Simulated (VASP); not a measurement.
# SnO2 in VASP: notebook

SnO2 is run at these levels: LDA; tasks: single point.

Program: VASP 6.6.1. These are calculated values, not measurements. Logs are shortened: lines on timing, memory, paths and dates and some standing lists are left out, and cuts for length are marked.

## Step 1: The cell of the first run

The typed cell holds 6 atoms: a = 4.593 Å, b = 4.593 Å, c = 3.103 Å, α = 90.00°, β = 90.00°, γ = 90.00°.

## Step 2: Single point, LDA

Input file INCAR:

```
SYSTEM = SnO2
PREC     = Accurate       ! precision mode
ENCUT    = 520            ! plane-wave cutoff, eV
EDIFF    = 1E-6           ! SCF threshold, eV
ISMEAR   = 0              ! smearing method
SIGMA    = 0.05           ! smearing width, eV
LREAL    = .False.        ! projectors in reciprocal space
LASPH    = .True.         ! aspherical terms in the spheres
NELM     = 80             ! most SCF steps
ALGO     = Normal         ! electronic algorithm
ISIF     = 2              ! what is computed and relaxed
LWAVE    = .False.        ! write WAVECAR
LCHARG   = .True.         ! write CHGCAR
LELF     = .True.         ! ELF
LVHAR    = .True.       
NBANDS   = 35             ! bands
```

Input file KPOINTS:

```
regular mesh
0
Gamma
  6 6 10
  0 0 0
```

Input file POSCAR:

```
SnO2
1.0
    4.5927890730      0.0000000000      0.0000000000
    0.0000000000      4.5933532758      0.0000000000
    0.0000000000      0.0000000000      3.1029133790
Sn O
2 4
Direct
    0.5000000000      0.5000000000      0.5000000000
    0.0000000000      0.0000000000      0.0000000000
    0.3043687197      0.3046394323      0.0000000000
    0.8043687197      0.1953605677      0.5000000000
    0.1956312803      0.8046394323      0.5000000000
    0.6956312803      0.6953605677      0.0000000000
```

Potentials or basis: VASP PAW LDA potentials, release 64 (Sn_d, O).

Launch:

```
cat potpaw_LDA.64/Sn_d/POTCAR potpaw_LDA.64/O/POTCAR > POTCAR
mpirun -np 1 vasp_std > vasp.out
```

OUTCAR:

```text
SYSTEM = SnO2
   PREC = Accurate
   ENCUT = 520
   EDIFF = 1E-6
   ISMEAR = 0
   LREAL = .False.
   LASPH = .True.
   NELM = 80
   ISIF = 2

 ion  position               nearest neighbor table
   1  0.500  0.500  0.500-   4 1.98   5 1.98   3 2.00   6 2.00   3 2.00   6 2.00   2 3.60   2 3.60
                             2 3.60   2 3.60   2 3.60   2 3.60   2 3.60   2 3.60
   2  0.000  0.000  0.000-   3 1.98   6 1.98   5 2.00   4 2.00   4 2.00   5 2.00   1 3.60   1 3.60
                             1 3.60   1 3.60   1 3.60   1 3.60   1 3.60   1 3.60
   3  0.304  0.305  0.000-   2 1.98   1 2.00   1 2.00
   4  0.804  0.195  0.500-   1 1.98   2 2.00   2 2.00
   5  0.196  0.805  0.500-   1 1.98   2 2.00   2 2.00
   6  0.696  0.695  0.000-   2 1.98   1 2.00   1 2.00

  LATTYP: Found a simple orthorhombic cell.
 ALAT       =     3.1029133790
 B/A-ratio  =     1.4801538142
 C/A-ratio  =     1.4803356442

  Lattice vectors:

 A1 = (   0.0000000000,   0.0000000000,   3.1029133790)
 A2 = (   4.5927890730,   0.0000000000,   0.0000000000)
 A3 = (   0.0000000000,   4.5933532758,   0.0000000000)

Analysis of symmetry for initial positions (statically):
=====================================================================
 Subroutine PRICEL returns:
 Original cell was already a primitive cell.

 Routine SETGRP: Setting up the symmetry group for a
 simple orthorhombic supercell.

 Subroutine GETGRP returns: Found  8 space group operations
 (whereof  4 operations were pure point group operations)
 out of a pool of  8 trial point group operations.

The static configuration has the point symmetry C_2h.
 The point group associated with its full space group is D_2h.

Analysis of symmetry for dynamics (positions and initial velocities):
=====================================================================
 Subroutine PRICEL returns:
 Original cell was already a primitive cell.

 Routine SETGRP: Setting up the symmetry group for a
 simple orthorhombic supercell.

 Subroutine GETGRP returns: Found  8 space group operations
 (whereof  4 operations were pure point group operations)
 out of a pool of  8 trial point group operations.

The dynamic configuration has the point symmetry C_2h.
 The point group associated with its full space group is D_2h.

 Subroutine INISYM returns: Found  8 space group operations
 (whereof  4 operations are pure point group operations),
 and found     1 'primitive' translations

----------------------------------------------------------------------------------------

                                     Primitive cell

  volume of cell :      65.4600

  direct lattice vectors                    reciprocal lattice vectors
     4.592789073  0.000000000  0.000000000     0.217732620  0.000000000  0.000000000
     0.000000000  4.593353276  0.000000000     0.000000000  0.217705876  0.000000000
     0.000000000  0.000000000  3.102913379     0.000000000  0.000000000  0.322277769

  length of vectors
     4.592789073  4.593353276  3.102913379     0.217732620  0.217705876  0.322277769

  position of ions in fractional coordinates (direct lattice)
     0.500000000  0.500000000  0.500000000
     0.000000000  0.000000000  0.000000000
     0.304368720  0.304639432  0.000000000
     0.804368720  0.195360568  0.500000000
     0.195631280  0.804639432  0.500000000
     0.695631280  0.695360568  0.000000000

  ion indices of the primitive-cell ions
   primitive index   ion index
                 1           1
                 2           2
                 3           3
                 4           4
                 5           5
                 6           6

----------------------------------------------------------------------------------------

 KPOINTS: regular mesh

Automatic generation of k-mesh.
 Grid dimensions read from file:
 generate k-points for:    6    6   10

 Generating k-lattice:

  Cartesian coordinates                     Fractional coordinates (reciprocal lattice)
     0.036288770  0.000000000  0.000000000     0.166666667  0.000000000  0.000000000
     0.000000000  0.036284313  0.000000000     0.000000000  0.166666667  0.000000000
     0.000000000  0.000000000  0.032227777     0.000000000  0.000000000  0.100000000

  Length of vectors
     0.036288770  0.036284313  0.032227777

  Shift w.r.t. Gamma in fractional coordinates (k-lattice)
     0.000000000  0.000000000  0.000000000

 Subroutine IBZKPT returns following result:
 ===========================================

 Found     96 irreducible k-points:

 Following reciprocal coordinates:
            Coordinates               Weight
  0.000000  0.000000  0.000000      1.000000
  0.166667  0.000000  0.000000      2.000000
  0.333333  0.000000  0.000000      2.000000
  0.500000  0.000000  0.000000      1.000000
  0.000000  0.166667  0.000000      2.000000
  0.166667  0.166667  0.000000      4.000000
[... 16 lines left out ...]
  0.333333  0.166667  0.100000      8.000000
  0.500000  0.166667  0.100000      4.000000
 [... further k-points ...]
   k-points           NKPTS =     96   k-points in BZ     NKDIM =     96   number of bands    NBANDS=     35
   number of dos      NEDOS =    301   number of ions     NIONS =      6
   total plane-waves  NPLWV =  31104
   dimension x,y,z NGX =    36 NGY =   36 NGZ =   24
   dimension x,y,z NGXF=    72 NGYF=   72 NGZF=   48
   ions per type =               2   4
   NGX,Y,Z   is equivalent  to a cutoff of  13.03, 13.03, 12.86 a.u.
   NGXF,Y,Z  is equivalent  to a cutoff of  26.06, 26.06, 25.72 a.u.
 SYSTEM =  SnO2
   PREC   = accura    normal or accurate (medium, high low for compatibility)
   ISTART =      0    job   : 0-new  1-cont  2-samecut
   ICHARG =      2    charge: 1-file 2-atom 10-const
   ISPIN  =      1    spin polarized calculation?
   LNONCOLLINEAR =      F non collinear calculations
   LSORBIT =      F    spin-orbit coupling
   LASPH  =      T    aspherical Exc in radial PAW
   ENCUT  =  520.0 eV  38.22 Ry    6.18 a.u.   8.54  8.54  5.77*2*pi/ulx,y,z
   NELM   =     80;   NELMIN=  2; NELMDL= -5     # of ELM steps
   EDIFF  = 0.1E-05   stopping-criterion for ELM
   LREAL  =      F    real-space projection
   EDIFFG = 0.1E-04   stopping-criterion for IOM
   NSW    =      0    number of steps for IOM
   IBRION =     -1    ionic relax: 0-MD 1-quasi-New 2-CG
   NFREE  =      0    steps in history (QN), initial steepest desc. (CG)
   ISIF   =      2    stress and relaxation
   ISYM   =      2    0-nonsym 1-usesym 2-fastsym
   POTIM  = 0.5000    time-step for ionic-motion
   TEBEG  =    0.0;   TEEND  =   0.0 temperature during run
   PSTRESS=    0.0 pullay stress
   NELECT =      52.0000    total number of electrons
   NUPDOWN=      -1.0000    fix difference up-down
   EMIN   =  10.00;   EMAX   =-10.00  energy-range for DOS
   EFERMI =   0.00;   METHOD = LEGACY
   ISMEAR =     0;   SIGMA  =   0.05  broadening in eV -4-tet -1-fermi 0-gaus
   EFERMI_NEDOS =   21; number of points for ismear=-14 and -15
   IALGO  =     38    algorithm
   IMIX   =      4    mixing-type and parameters
     AMIX     =   0.40;   BMIX     =  1.00
     AMIX_MAG =   1.60;   BMIX_MAG =  1.00
  volume/ion in A,a.u.               =      10.91        73.62
  Fermi-wavevector in a.u.,A,eV,Ry     =   1.516179  2.865164 31.277075  2.298800
  Thomas-Fermi vector in A             =   2.625604
   LORBIT       =      0    0 simple, 1 ext, 2 COOP (PROOUT), +10 PAW based schemes
   GGA     = CA    functional components
   LHFCALC =     F    Hartree Fock is set to
   AEXX    =    0.0000 exact exchange contribution
   IVDW    =     0    specifies the selected vdW correction
   LEPSILON=     F    determine dielectric tensor
   LRPA    =     F    only Hartree local field effects (RPA)
 non-spin polarized calculation
 Gauss-broadening in eV      SIGMA  =   0.05
  energy-cutoff  :      520.00
  volume of cell :       65.46
 maximum number of plane-waves:      1780
 NGX is ok and might be reduce to    36
   NGX = 17   NGY = 17   NGZ = 11

 number of electron      52.0000030 magnetization

 Free energy of the ion-electron system (eV)
  ---------------------------------------------------
  ext. energy  EPLUGINS =         0.00000000
  ---------------------------------------------------
  free energy    TOTEN  =       -41.87257070 eV

  energy without entropy =      -41.87257070  energy(sigma->0) =      -41.87257070

 E-fermi :   7.2694     XC(G=0): -12.2768

 val. band max:        6.9698812756   @ k =   0.0000   0.0000   0.0000
 cond. band min:       9.1746041294   @ k =   0.0000   0.0000   0.0000
 fundamental gap:      2.2047228538
 Fermi energy:         7.2694082168

 k-point     1 :       0.0000    0.0000    0.0000
  band No.  band energies     occupation
      1     -14.2474      2.00000
      2     -13.3003      2.00000
      3     -12.8310      2.00000
      4     -12.8282      2.00000
      5     -12.8055      2.00000
      6     -12.8054      2.00000
[... 27 lines left out ...]
     34      20.0400      0.00000
     35      20.0574      0.00000

 k-point     2 :       0.1667    0.0000    0.0000
  band No.  band energies     occupation
      1     -14.1955      2.00000
      2     -13.3394      2.00000
      3     -12.8757      2.00000
      4     -12.8336      2.00000
      5     -12.8024      2.00000
      6     -12.8022      2.00000
[... 27 lines left out ...]
     34      19.9809      0.00000
     35      20.0072      0.00000

 k-point     3 :       0.3333    0.0000    0.0000
  band No.  band energies     occupation
      1     -14.0432      2.00000
      2     -13.5306      2.00000
      3     -12.8938      2.00000
      4     -12.8432      2.00000
      5     -12.7960      2.00000
      6     -12.7956      2.00000
[... 27 lines left out ...]
     34      19.6171      0.00000
     35      19.8500      0.00000

 k-point     4 :       0.5000    0.0000    0.0000
  band No.  band energies     occupation
      1     -13.8059      2.00000
      2     -13.8059      2.00000
      3     -12.8647      2.00000
      4     -12.8647      2.00000
      5     -12.7925      2.00000
      6     -12.7925      2.00000
[... 27 lines left out ...]
     34      19.6172      0.00000
     35      20.2878      0.00000

 k-point     5 :       0.0000    0.1667    0.0000
  band No.  band energies     occupation
      1     -14.1955      2.00000
      2     -13.3394      2.00000
      3     -12.8757      2.00000
      4     -12.8336      2.00000
      5     -12.8024      2.00000
      6     -12.8022      2.00000
[... 638 lines left out ...]
 k-point    22 :       0.1667    0.1667    0.1000
  band No.  band energies     occupation
      1     -14.1047      2.00000
      2     -13.3475      2.00000
      3     -13.0462      2.00000
      4     -12.9529      2.00000
      5     -12.8012      2.00000
      6     -12.7371      2.00000
[... 27 lines left out ...]
     34      19.6904      0.00000
     35      19.7892      0.00000

 k-point    23 :       0.3333    0.1667    0.1000
  band No.  band energies     occupation
      1     -13.9937      2.00000
      2     -13.5703      2.00000
      3     -13.0243      2.00000
      4     -12.9656      2.00000
      5     -12.7824      2.00000
      6     -12.7301      2.00000
[... 27 lines left out ...]
     34      19.5039      0.00000
     35      19.6425      0.00000

 k-point    24 :       0.5000    0.1667    0.1000
  band No.  band energies     occupation
      1     -13.8082      2.00000
      2     -13.8082      2.00000
      3     -12.9916      2.00000
      4     -12.9916      2.00000
      5     -12.7532      2.00000
      6     -12.7532      2.00000
[... 27 lines left out ...]
     34      19.4478      0.00000
     35      20.1890      0.00000

 [... further k-points ...]
[... 5 lines left out ...]
  --------------------------------------------------------------------------------------
  -------------------------------------------------------------------------------------
  Total        8.7293749      8.7315666     10.8515886      0.0000000      0.0000000      0.0000000
  in kB      213.6572950    213.7109385    265.5998967      0.0000000      0.0000000      0.0000000
  external PRESSURE =     230.9893767 kB  Pullay stress =       0.0000000 kB

 VOLUME and BASIS-vectors are now :
 -----------------------------------------------------------------------------
  energy-cutoff  :      520.00
  volume of cell :       65.46
      direct lattice vectors                 reciprocal lattice vectors
     4.592789073  0.000000000  0.000000000     0.217732620  0.000000000  0.000000000
     0.000000000  4.593353276  0.000000000     0.000000000  0.217705876  0.000000000
     0.000000000  0.000000000  3.102913379     0.000000000  0.000000000  0.322277769

 POSITION                                       TOTAL-FORCE (eV/Angst)
 -----------------------------------------------------------------------------------
      2.29639      2.29668      1.55146         0.000000      0.000000      0.000000
      0.00000      0.00000      0.00000         0.000000      0.000000      0.000000
      1.39790      1.39932      0.00000        -0.017611     -0.016783      0.000000
      3.69430      0.89736      1.55146        -0.017611      0.016783      0.000000
      0.89849      3.69599      1.55146         0.017611     -0.016783     -0.000000
      3.19489      3.19404      0.00000         0.017611      0.016783     -0.000000
 -----------------------------------------------------------------------------------
    total drift:                                0.000000      0.000000     -0.000000

  FREE ENERGIE OF THE ION-ELECTRON SYSTEM (eV)
  ---------------------------------------------------
  free  energy   TOTEN  =       -41.8725706979 eV

  energy  without entropy=      -41.8725706979  energy(sigma->0) =      -41.87257070
```

It took 2.4 min on 1 thread of Intel Xeon 6975P-C, shared host; peak memory 0.27 GiB.

Results:

```yaml
Free_energy: -41.8726 eV
Pressure: 23.1 GPa
Largest_force: 0.024 eV/Å
Band_gap_on_the_k_mesh: 2.20 eV, direct
```

Forces in eV/Å, atoms in the order of the input:
```
Sn   0.000  0.000  0.000
Sn   0.000  0.000  0.000
O   -0.018 -0.017  0.000
O   -0.018  0.017  0.000
O    0.018 -0.017  0.000
O    0.018  0.017  0.000
```

Caveat: spin-orbit coupling is left out, which moves the levels of the heavy elements. LDA gaps usually lie below the measured ones, often by a third to a half.

## Step 3: Single point, LDA

This run uses another cell than the first one, of 12.81 Å³/atom, 1.174 times its volume.

Input file INCAR:

```
PREC     = Accurate       # precision mode
ENCUT    = 520            # plane-wave cutoff, eV
EDIFF    = 1E-6           # SCF threshold, eV
ISMEAR   = 0              # smearing method
SIGMA    = 0.05           # smearing width, eV
LREAL    = False          # projectors in reciprocal space
LASPH    = True           # aspherical terms in the spheres
NELM     = 100            # most SCF steps
ALGO     = Normal         # electronic algorithm
ISIF     = 2              # what is computed and relaxed
LWAVE    = False          # write WAVECAR
LCHARG   = False          # write CHGCAR
NBANDS   = 35             # bands
```

Input file KPOINTS:

```
regular mesh
0
Gamma
  6 6 10
```

Input file POSCAR:

```
SnO2
1.0
    4.8450175744      0.0000000000      0.0000000000
    0.0000000000      4.8456127623      0.0000000000
    0.0000000000      0.0000000000      3.2733203320
Sn O
2 4
Direct
    0.5000000000      0.5000000000      0.5000000000
    0.0000000000      0.0000000000      0.0000000000
    0.3079969605      0.3080508611      0.0000000000
    0.8079969605      0.1919491389      0.5000000000
    0.1920030395      0.8080508611      0.5000000000
    0.6920030395      0.6919491389      0.0000000000
```

Potentials or basis: VASP PAW LDA potentials, release 64 (Sn_d, O).

Launch:

```
cat potpaw_LDA.64/Sn_d/POTCAR potpaw_LDA.64/O/POTCAR > POTCAR
mpirun -np 1 vasp_std > vasp.out
```

It took 3.9 min on 1 thread of AMD EPYC 7R43 (Zen 3), shared host; peak memory 0.26 GiB.

It converged, with:

```
Free energy            : -42.0605 eV
Pressure               : -12.7 GPa
Largest force          : 0.025 eV/Å
Band gap on the k mesh : 0.37 eV, direct
```

Forces on the atoms (eV/Å):
```
Sn   0.000  0.000  0.000
Sn   0.000  0.000  0.000
O   -0.017 -0.017  0.000
O   -0.017  0.017  0.000
O    0.017 -0.017  0.000
O    0.017  0.017  0.000
```

Stress tensor (GPa, compression positive):
```
-11.54   0.00   0.00
  0.00 -11.55   0.00
  0.00   0.00 -15.02
```

Levels at points of the mesh, in eV from the valence-band top:
| k point | band 22 | band 23 | band 24 | band 25 | band 26 | band 27 | band 28 | band 29 | band 30 | band 31 |
| --- | --- | --- | --- | --- | --- | --- | --- | --- | --- | --- |
| (0.00, 0.00, 0.00) | -1.31 | -1.31 | -0.74 | -0.74 | 0.00 | 0.37 | 5.20 | 5.69 | 5.69 | 9.66 |
| (0.50, 0.00, 0.00) | -1.89 | -1.26 | -1.26 | -0.61 | -0.61 | 3.56 | 3.56 | 6.37 | 6.37 | 9.96 |
| (0.00, 0.50, 0.00) | -1.89 | -1.26 | -1.26 | -0.61 | -0.61 | 3.56 | 3.56 | 6.37 | 6.37 | 9.96 |
| (0.50, 0.50, 0.00) | -1.86 | -1.38 | -1.38 | -0.83 | -0.83 | 3.88 | 3.88 | 6.76 | 6.76 | 10.04 |
| (0.00, 0.00, 0.50) | -2.58 | -1.52 | -1.52 | -1.18 | -1.18 | 5.24 | 5.24 | 9.01 | 9.01 | 9.81 |
| (0.50, 0.00, 0.50) | -1.68 | -1.01 | -1.01 | -0.77 | -0.77 | 5.50 | 5.50 | 7.27 | 7.27 | 10.07 |
| (0.00, 0.50, 0.50) | -1.68 | -1.01 | -1.01 | -0.77 | -0.77 | 5.50 | 5.50 | 7.27 | 7.27 | 10.07 |
| (0.50, 0.50, 0.50) | -2.50 | -0.94 | -0.94 | -0.76 | -0.76 | 4.07 | 4.07 | 8.19 | 8.19 | 10.06 |

Caveat: spin-orbit coupling is left out, which moves the levels of the heavy elements.
